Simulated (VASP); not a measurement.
# Al3N in VASP: a series of runs

Runs on Al3N. Level: PBE. Tasks: relaxation of the atoms.

Everything below comes from runs of VASP 6.6.1. Logs are shortened: lines on timing, memory, paths and dates and some standing lists are left out, and cuts for length are marked.

### 1 The cell of the first run

The cell holds a slab with vacuum, 4 atoms: a = 2.857 Å, b = 2.857 Å, c = 20.102 Å, α = 90.00°, β = 90.00°, γ = 120.00°.

### 2 Relaxation of the atoms, PBE

File INCAR:

```
SYSTEM = Al3N
PREC = Accurate ; ENCUT = 520
EDIFF = 1E-7 ; ISMEAR = 0
SIGMA = 0.1 ; LREAL = .FALSE.
LASPH = .TRUE. ; NELM = 100
ALGO = Normal ; ISIF = 2
LWAVE = .FALSE. ; LCHARG = .FALSE.
LDIPOL = .TRUE. ; IDIPOL = 3
DIPOL = 0.5 0.5 0.361 ; GGA = PE
IBRION = 2 ; NSW = 36
EDIFFG = -0.025
```

File KPOINTS:

```
Automatic mesh
0
G
  9 9 1
  0 0 0
```

File POSCAR:

```
Al3N
1.0
    2.8571514048      0.0000000000      0.0000000000
   -1.4285757024      2.4743656990      0.0000000000
    0.0000000000      0.0000000000     20.1016425018
Al N
3 1
Selective dynamics
Direct
    0.6666666667      0.3333333333      0.1989887145  F F F
    0.3333333333      0.6666666667      0.3134533094  F F F
    0.0000000000      0.0000000000      0.4279074459  F F F
    0.3333333333      0.1666666667      0.5036490260  F F T
```

Potentials or basis: VASP PAW PBE potentials, release 64 (Al, N).

The run is started by

```
> cat potpaw_PBE.64/Al/POTCAR potpaw_PBE.64/N/POTCAR > POTCAR
> mpirun -np 1 vasp_std > vasp.out
```

OUTCAR:

```text
SYSTEM = Al3N
   PREC = Accurate
   ENCUT = 520
   EDIFF = 1E-7
   ISMEAR = 0
   LREAL = .FALSE.
   LASPH = .TRUE.
   NELM = 100
   ISIF = 2
   GGA = PE
   IBRION = 2
   NSW = 36
   EDIFFG = -0.025

 ion  position               nearest neighbor table
   1  0.667  0.333  0.199-   2 2.83   2 2.83   2 2.83
   2  0.333  0.667  0.313-   3 2.83   3 2.83   3 2.83   1 2.83   1 2.83   1 2.83
   3  0.000  0.000  0.428-   4 1.73   2 2.83   2 2.83   2 2.83
   4  0.333  0.167  0.504-   3 1.73

  LATTYP: Found a hexagonal cell.
 ALAT       =     2.8571514048
 C/A-ratio  =     7.0355538275

  Lattice vectors:

 A1 = (   2.8571514048,   0.0000000000,   0.0000000000)
 A2 = (  -1.4285757024,   2.4743656990,   0.0000000000)
 A3 = (   0.0000000000,   0.0000000000,  20.1016425018)

Analysis of symmetry for initial positions (statically):
=====================================================================
 Subroutine PRICEL returns:
 Original cell was already a primitive cell.

 Routine SETGRP: Setting up the symmetry group for a
 hexagonal supercell.

 Subroutine GETGRP returns: Found  2 space group operations
 (whereof  2 operations were pure point group operations)
 out of a pool of 24 trial point group operations.

The static configuration has the point symmetry C_1h.

Analysis of symmetry for dynamics (positions and initial velocities):
=====================================================================
 Subroutine PRICEL returns:
 Original cell was already a primitive cell.

 Routine SETGRP: Setting up the symmetry group for a
 hexagonal supercell.

 Subroutine GETGRP returns: Found  2 space group operations
 (whereof  2 operations were pure point group operations)
 out of a pool of 24 trial point group operations.

The dynamic configuration has the point symmetry C_1h.

Analysis of constrained symmetry for selective dynamics:
=====================================================================
 Subroutine PRICEL returns:
 Original cell was already a primitive cell.

 Routine SETGRP: Setting up the symmetry group for a
 hexagonal supercell.

 Subroutine GETGRP returns: Found  2 space group operations
 (whereof  2 operations were pure point group operations)
 out of a pool of 24 trial point group operations.
[... 125 lines left out ...]
  volume/ion in A,a.u.               =      35.53       239.75
  Fermi-wavevector in a.u.,A,eV,Ry     =   0.756092  1.428807  7.778111  0.571675
  Thomas-Fermi vector in A             =   1.854134
   LORBIT       =      0    0 simple, 1 ext, 2 COOP (PROOUT), +10 PAW based schemes
   GGA     = PE    functional components
   LHFCALC =     F    Hartree Fock is set to
   AEXX    =    0.0000 exact exchange contribution
   IVDW    =     0    specifies the selected vdW correction
   LEPSILON=     F    determine dielectric tensor
   LRPA    =     F    only Hartree local field effects (RPA)
 conjugate gradient relaxation of ions
 non-spin polarized calculation
 Gauss-broadening in eV      SIGMA  =   0.10
  energy-cutoff  :      520.00
  volume of cell :      142.11
 maximum number of plane-waves:      3849
 NGX is ok and might be reduce to    24
   NGX = 11   NGY = 11   NGZ = 75

--------------------------------------- Ionic step        1  -------------------------------------------

 number of electron      13.9999999 magnetization

 Free energy of the ion-electron system (eV)
  ---------------------------------------------------
  ext. energy  EPLUGINS =         0.00000000
  ---------------------------------------------------
  free energy    TOTEN  =       -15.78951760 eV

  energy without entropy =      -15.77123880  energy(sigma->0) =      -15.78037820

------------------------ aborting loop because EDIFF is reached ----------------------------------------

  FORCE on cell =-STRESS in cart. coord.  units (eV):
  Direction    XX          YY          ZZ          XY          YZ          ZX
  --------------------------------------------------------------------------------------
  -------------------------------------------------------------------------------------
  Total       -0.6449565     -0.7567119      1.9780496      0.0967830      1.7743651      3.0732902
  in kB       -7.2713041     -8.5312454     22.3007302      1.0911411     20.0043704     34.6485822
  external PRESSURE =       2.1660602 kB  Pullay stress =       0.0000000 kB
[... 63 lines left out ...]
--------------------------------------- Ionic step        3  -------------------------------------------

 number of electron      13.9999999 magnetization

 dipolmoment           0.000000      0.000000      0.167440 electrons x Angstroem

 Free energy of the ion-electron system (eV)
  ---------------------------------------------------
  ext. energy  EPLUGINS =         0.00000000
  ---------------------------------------------------
  free energy    TOTEN  =       -15.80843487 eV

  energy without entropy =      -15.79135114  energy(sigma->0) =      -15.79989300

 E-fermi :  -0.9334     XC(G=0):  -4.9886

 val. band max:       -0.9445063355   @ k =   0.3333  -0.0000   0.0000
 cond. band min:      -0.9250253636   @ k =   0.0000   0.0000   0.0000
 fundamental gap:      0.0194809719
 Fermi energy:        -0.9333858453

 k-point     1 :       0.0000    0.0000    0.0000
  band No.  band energies     occupation
      1     -15.1294      2.00000
      2     -11.3889      2.00000
      3      -9.2896      2.00000
      4      -6.3079      2.00000
      5      -3.5077      2.00000
      6      -0.9250      0.90588
      7       0.2091      0.00000
      8       0.3132      0.00000
      9       2.1211      0.00000
     10       3.7121      0.00000
     11       5.5282      0.00000
[... 309 lines left out ...]
 k-point    24 :       0.4444    0.3333    0.0000
  band No.  band energies     occupation
      1     -13.3136      2.00000
      2      -5.9909      2.00000
      3      -4.6848      2.00000
      4      -3.7455      2.00000
      5      -3.0462      2.00000
      6      -2.5338      2.00000
      7      -2.2874      2.00000
      8      -1.0296      1.82642
      9      -0.8047      0.06868
     10       0.2004      0.00000
     11       1.3403      0.00000

 [... further k-points ...]

------------------------ aborting loop because EDIFF is reached ----------------------------------------

 vacuum level on the upper side and lower side of the slab       (xc-potential included)         2.060        -2.179

  FORCE on cell =-STRESS in cart. coord.  units (eV):
  Direction    XX          YY          ZZ          XY          YZ          ZX
  --------------------------------------------------------------------------------------
  -------------------------------------------------------------------------------------
  Total       -0.9793975     -0.8921621      0.5584393     -0.0755480      1.3651520      2.3645123
  in kB      -11.0418253    -10.0583255      6.2959008     -0.8517359     15.3908603     26.6577486
  external PRESSURE =      -4.9347500 kB  Pullay stress =       0.0000000 kB
[... 19 lines left out ...]
  FREE ENERGIE OF THE ION-ELECTRON SYSTEM (eV)
  ---------------------------------------------------
  free  energy   TOTEN  =       -15.8084348676 eV

  energy  without entropy=      -15.7913511363  energy(sigma->0) =      -15.79989300

 reached required accuracy - stopping structural energy minimisation

 vacuum level on the upper side and lower side of the slab         7.428         3.077
```

OSZICAR:

```text
N       E                     dE             d eps       ncg     rms          rms(c)
DAV:   1     0.616663964951E+02    0.61666E+02   -0.50548E+03   550   0.953E+02
DAV:   2    -0.822498979294E+01   -0.69891E+02   -0.64425E+02   863   0.158E+02
DAV:   3    -0.184232570592E+02   -0.10198E+02   -0.91448E+01   805   0.588E+01
[... 55 lines left out ...]
DAV:   9    -0.158084343620E+02   -0.12842E-06   -0.25191E-08   341   0.145E-03    0.344E-04
DAV:  10    -0.158084345107E+02   -0.14861E-06   -0.12086E-08   335   0.939E-04    0.372E-04
DAV:  11    -0.158084346695E+02   -0.15880E-06   -0.11079E-08   338   0.707E-04    0.328E-04
DAV:  12    -0.158084347754E+02   -0.10599E-06   -0.72286E-09   344   0.528E-04    0.262E-04
DAV:  13    -0.158084348676E+02   -0.92170E-07   -0.93782E-09   344   0.531E-04
   3 F= -.15808435E+02 E0= -.15799893E+02  d E =-.189173E-01
```

Wall time 3 min (1 thread of Intel Xeon Platinum 8259CL at 2.50GHz (Skylake/Cascade Lake), shared host); peak memory 0.29 GiB.

What came out:

```
Free energy               : -15.8084 eV
Energy gained by relaxing : 4.7 meV/atom
Ionic steps               : 3
Band gap on the k mesh    : zero (bands 7 and 8 overlap by 1.71 eV)
```

Step by step:
| step | energy change (eV) | largest force on free atoms (eV/Å) | pressure (GPa) |
| --- | --- | --- | --- |
| 1 | 0.0000 | 0.8377 | 0.22 |
| 2 | -0.0186 | 0.1024 | -0.41 |
| 3 | -0.0189 | 0.0005 | -0.49 |

Final structure:
```yaml
crystal:
  lattice:
    - [2.85715, 0.00000, 0.00000]
    - [-1.42858, 2.47437, 0.00000]
    - [0.00000, 0.00000, 20.10164]
  atoms:
    - { symbol: Al, position: [0.66667, 0.33333, 0.19899] }
    - { symbol: Al, position: [0.33333, 0.66667, 0.31345] }
    - { symbol: Al, position: [0.00000, 0.00000, 0.42791] }
    - { symbol: N, position: [0.33333, 0.16667, 0.50597] }
```

Levels at points of the mesh, in eV from the Fermi level:
```tsv
k point	band 4	band 5	band 6	band 7	band 8	band 9	band 10	band 11
(0.00, 0.00, 0.00)	-5.37	-2.57	0.01	1.14	1.25	3.05	4.65	6.46
```

### 3 Relaxation of the atoms, PBE

File INCAR:

```
ALGO = Normal ; DIPOL = 0.5 0.5 0.356
EDIFF = 1E-6 ; EDIFFG = -0.025
ENCUT = 520 ; GGA = PE
IBRION = 2 ; IDIPOL = 3
ISIF = 2 ; ISMEAR = 0
LASPH = T ; LCHARG = F
LDIPOL = T ; LREAL = F
LWAVE = F ; NELM = 60
NSW = 36 ; PREC = Accurate
SIGMA = 0.1
```

File KPOINTS:

```
k-points
0
Gamma
  9 9 1
```

Changes to POSCAR since step 2:

```diff
@@ -12,2 +12,2 @@
     0.0000000000      0.0000000000      0.4279074459  F F F
-    0.3333333333      0.1666666667      0.5036490260  F F T
+    0.0000000000      0.5000000000      0.4817602674  F F T
```

Potentials or basis: VASP PAW PBE potentials, release 64 (Al, N).

The run is started by

```
> cat potpaw_PBE.64/Al/POTCAR potpaw_PBE.64/N/POTCAR > POTCAR
> mpirun -np 1 vasp_std > vasp.out
```

Wall time 2 min (1 thread of AMD EPYC 9R45 (Zen 5), shared host); peak memory 0.26 GiB.

The run converged. Its results:

- Free energy: -17.6585 eV
- Energy gained by relaxing: 23.3 meV/atom
- Ionic steps: 3
- Band gap on the k mesh: zero (bands 7 and 8 overlap by 1.83 eV)

The path:
```tsv
step	energy change (eV)	largest force on free atoms (eV/Å)	pressure (GPa)
1	0.0000	1.3590	1.90
2	-0.0694	0.7326	2.97
3	-0.0932	0.0187	4.05
```

Final structure:
```
Al N
1.0
     2.85715    0.00000    0.00000
    -1.42858    2.47437    0.00000
     0.00000    0.00000   20.10164
Al N
3 1
Direct
  0.66667 0.33333 0.19899
  0.33333 0.66667 0.31345
  0.00000 0.00000 0.42791
  0.00000 0.50000 0.47542
```

Levels at points of the mesh, in eV from the Fermi level:
```
           k point  band 3  band 4  band 5  band 6  band 7  band 8  band 9  band 10  band 11
(0.00, 0.00, 0.00)   -7.98   -4.73   -1.85   -0.37    1.19    1.31    3.74     5.30     6.89
```

### 4 Relaxation of the atoms, PBE

File INCAR:

```
PREC = Accurate
ENCUT = 520
EDIFF = 1E-7
ISMEAR = 0
SIGMA = 0.1
LREAL = F
LASPH = T
NELM = 80
ALGO = Normal
ISIF = 2
LWAVE = F
LCHARG = F
LDIPOL = T
IDIPOL = 3
DIPOL = 0.5 0.5 0.361
GGA = PE
IBRION = 2
NSW = 36
EDIFFG = -0.025
```

File KPOINTS:

```
Automatic mesh
0
Gamma
  9 9 1
```

Changes to POSCAR since step 3:

```diff
@@ -12,2 +12,2 @@
     0.0000000000      0.0000000000      0.4279074459  F F F
-    0.0000000000      0.5000000000      0.4817602674  F F T
+    0.1666666667      0.3333333333      0.5036490260  F F T
```

The run is started by

```
> cat potpaw_PBE.64/Al/POTCAR potpaw_PBE.64/N/POTCAR > POTCAR
> mpirun -np 1 vasp_std > vasp.out
```

Wall time 1.8 min (1 thread of AMD EPYC 9R45 (Zen 5), shared host); peak memory 0.26 GiB.

It converged, with:

* Free energy: -15.7783 eV
* Energy gained by relaxing: 4.5 meV/atom
* Ionic steps: 3
* Band gap on the k mesh: zero (bands 7 and 8 overlap by 1.74 eV)

Step by step:
| step | energy change (eV) | largest force on free atoms (eV/Å) | pressure (GPa) |
| --- | --- | --- | --- |
| 1 | 0.0000 | 0.8254 | 0.18 |
| 2 | -0.0179 | 0.0940 | -0.43 |
| 3 | -0.0182 | 0.0006 | -0.51 |

Final structure:
```
Al N
1.0
     2.85715    0.00000    0.00000
    -1.42858    2.47437    0.00000
     0.00000    0.00000   20.10164
Al N
3 1
Direct
  0.66667 0.33333 0.19899
  0.33333 0.66667 0.31345
  0.00000 0.00000 0.42791
  0.16667 0.33333 0.50591
```

Levels at points of the mesh, in eV from the Fermi level:
```
           k point  band 3  band 4  band 5  band 6  band 7  band 8  band 9  band 10  band 11
(0.00, 0.00, 0.00)   -8.37   -5.38   -2.58    0.01    1.16    1.25    3.04     4.63     6.44
```

### 5 Summary

| cell | gap on the mesh (eV) |
| --- | --- |
| atoms relaxed, atomic positions A | none |
| atoms relaxed, atomic positions B | none |
| atoms relaxed, atomic positions C | none |

Alike in all rows: task relaxation of the atoms; level PBE; potentials or basis VASP PAW PBE potentials, release 64 (Al, N); no spin polarisation; k mesh 9 × 9 × 1; cutoff (eV) 520; smearing gaussian 0.1 eV.

Absolute energies hang on the potentials; compare differences alone.
